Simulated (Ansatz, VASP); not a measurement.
# MgGa2S5: VASP beside Ansatz

```xyz
8
Lattice="7.9264 0.0000 0.0000 -3.9632 6.8644 0.0000 0.0000 0.0000 4.7595" Properties=species:S:1:pos:R:3 pbc="T T T"
Mg    0.0000    0.0000    0.0000
Ga    0.0000    4.5763    2.3797
Ga    3.9632    2.2881    2.3797
S     0.0000    4.5763    0.0000
S    -1.9816    3.4322    2.3797
S     1.9816    3.4322    2.3797
S     3.9632    0.0000    2.3797
S     3.9632    2.2881    0.0000
```

Alike in both runs: functional PBE; k mesh 3 × 3 × 4; occupations gaussian, width 0.1 eV; no spin polarisation.

Ansatz relaxed the structure, and its values are those at the end. VASP's run is a single point on that final structure, the one shown.

|  | VASP | Ansatz |
| --- | --- | --- |
| version | VASP 6.6.1 | Ansatz 0.2.0 |
| potentials or method | VASP PAW PBE potentials, release 64 (Mg, Ga_d, S), cutoff 520 eV | scalar-relativistic, plane waves, PAW |
| valence electrons in the cell | 58 | 66 |

```tsv
	VASP	Ansatz	Ansatz less VASP
gap on the k mesh at the Fermi level (eV)	none	none	-
pressure (GPa)	0.0	0.1	+0.02
```

A gap of «none» marks a metal or a gap that the smearing closes. VASP's potentials hold 58 valence electrons a cell and Ansatz's 66, so a difference there can come from the potentials and not from the codes.
